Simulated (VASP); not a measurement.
# AlO2 (P-6m2) in VASP: a series of runs

Runs on AlO2. Level: PBE. Tasks: single point.

Program: VASP 6.6.1. These are calculated values, not measurements. Logs are shortened: lines on timing, memory, paths and dates and some standing lists are left out, and cuts for length are marked.

**1. The cell of the first run**

Symmetry: P-6m2, No. 187, hexagonal system. Conventional cell: a = 2.803 Å, b = 2.803 Å, c = 5.594 Å, α = 90.00°, β = 90.00°, γ = 120.00°. Al (site symmetry -6m2) has 6 O at 1.73 Å within 2.3 Å. O (site symmetry 3m) has 1 O at 1.20 Å within 1.6 Å.

**2. Single point, PBE**

Input file INCAR:

```
SYSTEM = AlO2
ALGO = Normal
EDIFF = 1E-6
ENCUT = 520
GGA = PE
ISIF = 2
ISMEAR = 0
LASPH = .TRUE.
LCHARG = .TRUE.
LELF = .TRUE.
LREAL = .FALSE.
LVHAR = .TRUE.
LWAVE = .FALSE.
NBANDS = 14
NELM = 80
PREC = Accurate
SIGMA = 0.1
```

Input file KPOINTS:

```
k-points
0
G
  6 6 4
  0 0 0
```

Input file POSCAR:

```
AlO2
1.0
    2.8029811100      0.0000000000      0.0000000000
   -1.4014905600      2.4274528500      0.0000000000
    0.0000000000      0.0000000000      5.5938117000
Al O
1 2
Direct
    0.3333333300      0.6666666700      0.5000000000
    0.0000000000      0.0000000000      0.3923306700
    0.0000000000      0.0000000000      0.6076693300
```

Potentials or basis: VASP PAW PBE potentials, release 64 (Al, O).

Run with:

```sh
$ cat potpaw_PBE.64/Al/POTCAR potpaw_PBE.64/O/POTCAR > POTCAR
$ mpirun -np 1 vasp_std > vasp.out
```

OUTCAR:

```text
SYSTEM = AlO2
   EDIFF = 1E-6
   ENCUT = 520
   GGA = PE
   ISIF = 2
   ISMEAR = 0
   LASPH = .TRUE.
   LREAL = .FALSE.
   NELM = 80
   PREC = Accurate

 ion  position               nearest neighbor table
   1  0.333  0.667  0.500-   2 1.73   3 1.73   2 1.73   3 1.73   2 1.73   3 1.73
   2  0.000  0.000  0.392-   3 1.20   1 1.73   1 1.73   1 1.73
   3  0.000  0.000  0.608-   2 1.20   1 1.73   1 1.73   1 1.73

  LATTYP: Found a hexagonal cell.
 ALAT       =     2.8029811100
 C/A-ratio  =     1.9956651438

  Lattice vectors:

 A1 = (   2.8029811100,   0.0000000000,   0.0000000000)
 A2 = (  -1.4014905600,   2.4274528500,   0.0000000000)
 A3 = (   0.0000000000,   0.0000000000,   5.5938117000)

Analysis of symmetry for initial positions (statically):
=====================================================================
 Subroutine PRICEL returns:
 Original cell was already a primitive cell.

 Routine SETGRP: Setting up the symmetry group for a
 hexagonal supercell.

 Subroutine GETGRP returns: Found 12 space group operations
 (whereof 12 operations were pure point group operations)
 out of a pool of 24 trial point group operations.

The static configuration has the point symmetry D_3h.

Analysis of symmetry for dynamics (positions and initial velocities):
=====================================================================
 Subroutine PRICEL returns:
 Original cell was already a primitive cell.

 Routine SETGRP: Setting up the symmetry group for a
 hexagonal supercell.

 Subroutine GETGRP returns: Found 12 space group operations
 (whereof 12 operations were pure point group operations)
 out of a pool of 24 trial point group operations.

The dynamic configuration has the point symmetry D_3h.

 Subroutine INISYM returns: Found 12 space group operations
 (whereof 12 operations are pure point group operations),
 and found     1 'primitive' translations

----------------------------------------------------------------------------------------

                                     Primitive cell

  volume of cell :      38.0609

  direct lattice vectors                    reciprocal lattice vectors
     2.802981110  0.000000000  0.000000000     0.356763018  0.205977225  0.000000000
    -1.401490560  2.427452850  0.000000000     0.000000000  0.411954448  0.000000000
     0.000000000  0.000000000  5.593811700     0.000000000  0.000000000  0.178768978

  length of vectors
     2.802981110  2.802981115  5.593811700     0.411954449  0.411954448  0.178768978
[... 91 lines left out ...]
   NUPDOWN=      -1.0000    fix difference up-down
   EMIN   =  10.00;   EMAX   =-10.00  energy-range for DOS
   EFERMI =   0.00;   METHOD = LEGACY
   ISMEAR =     0;   SIGMA  =   0.10  broadening in eV -4-tet -1-fermi 0-gaus
   EFERMI_NEDOS =   21; number of points for ismear=-14 and -15
   IALGO  =     38    algorithm
   IMIX   =      4    mixing-type and parameters
     AMIX     =   0.40;   BMIX     =  1.00
     AMIX_MAG =   1.60;   BMIX_MAG =  1.00
  volume/ion in A,a.u.               =      12.69        85.62
  Fermi-wavevector in a.u.,A,eV,Ry     =   1.200270  2.268182 19.601209  1.440648
  Thomas-Fermi vector in A             =   2.336111
   LORBIT       =      0    0 simple, 1 ext, 2 COOP (PROOUT), +10 PAW based schemes
   GGA     = PE    functional components
   LHFCALC =     F    Hartree Fock is set to
   AEXX    =    0.0000 exact exchange contribution
   IVDW    =     0    specifies the selected vdW correction
   LEPSILON=     F    determine dielectric tensor
   LRPA    =     F    only Hartree local field effects (RPA)
 non-spin polarized calculation
 Gauss-broadening in eV      SIGMA  =   0.10
  energy-cutoff  :      520.00
  volume of cell :       38.06
 maximum number of plane-waves:      1044
 NGX is ok and might be reduce to    24
   NGX = 11   NGY = 11   NGZ = 21

 number of electron      15.0000001 magnetization

 Free energy of the ion-electron system (eV)
  ---------------------------------------------------
  ext. energy  EPLUGINS =         0.00000000
  ---------------------------------------------------
  free energy    TOTEN  =        -8.76445798 eV

  energy without entropy =       -8.75432193  energy(sigma->0) =       -8.75938995

 E-fermi :   7.6145     XC(G=0):  -8.8635

 val. band max:        7.5913930648   @ k =   0.0000   0.0000   0.0000
 cond. band min:       7.6232365793   @ k =   0.3333  -0.0000   0.2500
 fundamental gap:      0.0318435145
 Fermi energy:         7.6145072725

 k-point     1 :       0.0000    0.0000    0.0000
  band No.  band energies     occupation
      1     -28.2757      2.00000
      2     -14.0178      2.00000
      3      -7.3303      2.00000
      4      -7.3303      2.00000
      5      -7.0216      2.00000
      6       0.8979      2.00000
      7       0.8979      2.00000
      8       5.4100      2.00000
      9       7.5914      1.25624
     10       9.0826      0.00000
     11      11.9050      0.00000
     12      14.2838      0.00000
     13      14.2838      0.00000
     14      18.3150      0.00000
[... 326 lines left out ...]
      1     -27.6201      2.00000
      2     -13.0201      2.00000
      3      -9.5159      2.00000
      4      -9.3670      2.00000
      5      -5.5990      2.00000
      6      -1.2862      2.00000
      7      -1.2716      2.00000
      8       9.3571      0.00000
      9      10.8586      0.00000
     10      11.4399      0.00000
     11      13.1074      0.00000
     12      14.1691      0.00000
     13      17.3448      0.00000
     14      17.7462      0.00000

------------------------ aborting loop because EDIFF is reached ----------------------------------------

  FORCE on cell =-STRESS in cart. coord.  units (eV):
  Direction    XX          YY          ZZ          XY          YZ          ZX
  --------------------------------------------------------------------------------------
  -------------------------------------------------------------------------------------
  Total       20.1390563     20.1390563     30.3519403     -0.0000000      0.0000000      0.0000000
  in kB      847.7560177    847.7560194   1277.6686092     -0.0000017      0.0000000      0.0000000
  external PRESSURE =     991.0602154 kB  Pullay stress =       0.0000000 kB

 VOLUME and BASIS-vectors are now :
 -----------------------------------------------------------------------------
  energy-cutoff  :      520.00
  volume of cell :       38.06
      direct lattice vectors                 reciprocal lattice vectors
     2.802981110  0.000000000  0.000000000     0.356763018  0.205977225  0.000000000
    -1.401490560  2.427452850  0.000000000     0.000000000  0.411954448  0.000000000
     0.000000000  0.000000000  5.593811700     0.000000000  0.000000000  0.178768978

 POSITION                                       TOTAL-FORCE (eV/Angst)
 -----------------------------------------------------------------------------------
     -0.00000      1.61830      2.79691        -0.000000     -0.000000      0.000000
      0.00000      0.00000      2.19462        -0.000000     -0.000000    -25.217066
      0.00000      0.00000      3.39919         0.000000      0.000000     25.217066
 -----------------------------------------------------------------------------------
    total drift:                               -0.000003      0.000002     -0.000000

  FREE ENERGIE OF THE ION-ELECTRON SYSTEM (eV)
  ---------------------------------------------------
  free  energy   TOTEN  =        -8.7644579818 eV

  energy  without entropy=       -8.7543219269  energy(sigma->0) =       -8.75938995
```

stdout:

```text
POSCAR found type information on POSCAR AlO
 POSCAR found :  2 types and       3 ions
 scaLAPACK will be used
 LDA part: xc-table for (Slater+PW92), standard interpolation
 POSCAR, INCAR and KPOINTS ok, starting setup
 FFT: planning ... GRIDC
 FFT: planning ... GRID_SOFT
 FFT: planning ... GRID
 WAVECAR not read
 entering main loop
```

It took 9.1 s on 1 thread of Intel Xeon Platinum 8488C (Sapphire Rapids), shared host; peak memory 0.15 GiB.

What came out:

```yaml
Free_energy: -8.7645 eV
Pressure: 99.1 GPa
Largest_force: 25.217 eV/Å
```

Forces in eV/Å, atoms in the order of the input:
```
Al    0.000   0.000   0.000
O     0.000   0.000 -25.217
O     0.000   0.000  25.217
```

Stress tensor (GPa, compression positive):
```
 84.78   0.00   0.00
  0.00  84.78   0.00
  0.00   0.00 127.77
```

Levels at points of the mesh, in eV from the Fermi level:
```csv
k point,band 3,band 4,band 5,band 6,band 7,band 8,band 9,band 10,band 11,band 12
"(0.00, 0.00, 0.00)",-14.94,-14.94,-14.64,-6.72,-6.72,-2.20,-0.02,1.47,4.29,6.67
"(0.50, 0.00, 0.00)",-18.04,-15.39,-13.41,-9.66,-7.45,-0.15,2.88,3.57,6.12,6.39
"(0.00, 0.00, 0.50)",-14.94,-14.94,-14.58,-6.72,-6.72,-2.17,-1.60,4.23,5.45,6.68
"(0.50, 0.00, 0.50)",-18.04,-15.39,-13.39,-9.69,-7.45,-0.12,2.71,4.12,4.58,6.17
```

Caveat: the k points lie up to 0.43 Å⁻¹ apart; the standard files for N, O and F lose accuracy on very short bonds; an odd number of electrons without spin polarisation forces a metal; a magnetic or distorted state may lie lower.

**3. Single point, PBE, collinear spin, ferromagnetic start**

This run uses another cell than the first one, of 10.07 Å³/atom, 0.794 times its volume.

Input file INCAR:

```
SYSTEM = AlO2
PREC = Accurate ; ENCUT = 520
EDIFF = 1E-6 ; ISMEAR = 0
SIGMA = 0.1 ; LREAL = .False.
LASPH = .True. ; NELM = 150
ALGO = Normal ; ISIF = 2
LWAVE = .False. ; LCHARG = .False.
ISPIN = 2 ; MAGMOM = 0 1 1
LORBIT = 11 ; GGA = PE
NBANDS = 18
```

Input file KPOINTS:

```
regular mesh
0
Gamma
  6 6 4
  0 0 0
```

Input file POSCAR:

```
AlO2
1.0
    2.8527306319      0.0000000000      0.0000000000
   -1.4263653159      2.4705371974      0.0000000000
    0.0000000000      0.0000000000      4.2883408089
Al O
1 2
Direct
    0.3333333333      0.6666666667      0.5000000000
    0.0000000000      0.0000000000      0.2607207340
    0.0000000000      0.0000000000      0.7392792660
```

Potentials or basis: VASP PAW PBE potentials, release 64 (Al, O).

Run with:

```sh
$ cat potpaw_PBE.64/Al/POTCAR potpaw_PBE.64/O/POTCAR > POTCAR
$ mpirun -np 1 vasp_std > vasp.out
```

It took 15 s on 1 thread of Intel Xeon Platinum 8488C (Sapphire Rapids), shared host; peak memory 0.16 GiB.

It converged, with:

- Free energy: -19.1665 eV
- Pressure: 0.1 GPa
- Largest force: 0.008 eV/Å
- Net moment: 0.50 μB per cell
- Site moments: Al -0.01; O +0.23 μB
- Valence electrons inside the program's atomic spheres: Al 0.69; O 4.99

Forces on the atoms (eV/Å):
```
Al   0.000  0.000  0.000
O    0.000  0.000  0.008
O    0.000  0.000 -0.008
```

Stress tensor (GPa, compression positive):
```
 0.57  0.00  0.00
 0.00  0.57  0.00
 0.00  0.00 -0.91
```

Levels at points of the mesh, in eV from the Fermi level:
Spin up:
```tsv
k point	band 5	band 6	band 7	band 8	band 9	band 10	band 11	band 12
(0.00, 0.00, 0.00)	-2.92	-1.19	-1.19	0.59	3.19	9.79	12.00	13.23
(0.50, 0.00, 0.00)	-4.16	-3.76	-1.86	0.77	5.36	8.50	12.34	12.83
(0.00, 0.00, 0.50)	-2.63	-2.58	-1.57	-1.57	4.01	7.48	13.50	13.50
(0.50, 0.00, 0.50)	-3.55	-3.43	-2.31	-1.97	5.99	9.41	10.76	13.18
```
Spin down:
```tsv
k point	band 5	band 6	band 7	band 8	band 9	band 10
(0.00, 0.00, 0.00)	-2.73	-0.98	-0.98	1.60	3.36	9.89
(0.50, 0.00, 0.00)	-4.02	-3.59	-1.67	1.80	5.38	8.57
(0.00, 0.00, 0.50)	-2.44	-1.77	-1.36	-1.36	4.25	7.64
(0.50, 0.00, 0.50)	-3.26	-2.78	-2.12	-1.08	6.02	9.51
```

Caveat: the k points lie up to 0.42 Å⁻¹ apart.

**4. Single point, PBE, collinear spin, ferromagnetic start**

Input file INCAR:

```
PREC = Accurate ; ENCUT = 520
EDIFF = 1E-6 ; ISMEAR = 0
SIGMA = 0.1 ; LREAL = False
LASPH = True ; NELM = 150
ALGO = Normal ; ISIF = 2
LWAVE = False ; LCHARG = True
ISPIN = 2 ; MAGMOM = 0 1 1
LORBIT = 11 ; GGA = PE
LELF = True ; LVHAR = True
NBANDS = 18
```

Input file KPOINTS:

```
Automatic mesh
0
Gamma
  6 6 4
```

Input file POSCAR:

```
AlO2
1.0
    2.8029811100      0.0000000000      0.0000000000
   -1.4014905600      2.4274528500      0.0000000000
    0.0000000000      0.0000000000      5.5938117000
Al O
1 2
Direct
    0.3333333300      0.6666666700      0.5000000000
    0.0000000000      0.0000000000      0.3923306700
    0.0000000000      0.0000000000      0.6076693300
```

Run with:

```sh
$ cat potpaw_PBE.64/Al/POTCAR potpaw_PBE.64/O/POTCAR > POTCAR
$ mpirun -np 1 vasp_std > vasp.out
```

It took 24 s on 1 thread of Intel Xeon Platinum 8488C (Sapphire Rapids), shared host; peak memory 0.17 GiB.

Results (log left out):

```
Free energy                                           : -8.7897 eV
Pressure                                              : 99.7 GPa
Largest force                                         : 25.086 eV/Å
Net moment                                            : 0.33 μB per cell
Site moments                                          : Al +0.07; O +0.01 μB
Valence electrons inside the program's atomic spheres : Al 0.94; O 5.40
```

Forces in eV/Å, atoms in the order of the input:
```
Al    0.000   0.000   0.000
O     0.000   0.000 -25.086
O     0.000   0.000  25.086
```

Stress tensor (GPa, compression positive):
```
 86.06   0.00   0.00
  0.00  86.06   0.00
  0.00   0.00 127.06
```

Levels at points of the mesh, in eV from the Fermi level:
Spin up:
```tsv
k point	band 6	band 7	band 8	band 9	band 10	band 11
(0.00, 0.00, 0.00)	-6.60	-6.60	-2.41	0.01	1.53	4.31
(0.50, 0.00, 0.00)	-9.59	-7.34	-0.39	2.90	3.68	6.16
(0.00, 0.00, 0.50)	-6.61	-6.61	-2.39	-1.54	4.27	5.44
(0.50, 0.00, 0.50)	-9.62	-7.34	-0.36	2.81	4.11	4.63
```
Spin down:
| k point | band 3 | band 4 | band 5 | band 6 | band 7 | band 8 | band 9 | band 10 | band 11 | band 12 |
| --- | --- | --- | --- | --- | --- | --- | --- | --- | --- | --- |
| (0.00, 0.00, 0.00) | -14.79 | -14.79 | -14.47 | -6.57 | -6.57 | -1.72 | 0.15 | 1.61 | 4.52 | 7.03 |
| (0.50, 0.00, 0.00) | -17.81 | -15.23 | -13.25 | -9.49 | -7.29 | 0.36 | 3.07 | 3.72 | 6.26 | 6.58 |
| (0.00, 0.00, 0.50) | -14.79 | -14.79 | -14.40 | -6.57 | -6.57 | -1.65 | -1.47 | 4.44 | 5.67 | 7.00 |
| (0.50, 0.00, 0.50) | -17.81 | -15.23 | -13.22 | -9.52 | -7.29 | 0.40 | 2.84 | 4.36 | 4.73 | 6.37 |

Caveat: the k points lie up to 0.43 Å⁻¹ apart; the standard files for N, O and F lose accuracy on very short bonds; forces of over 1 eV/Å act on the atoms, so gaps and moduli don't describe the material at rest.

(Continued in part 2 of 2.)
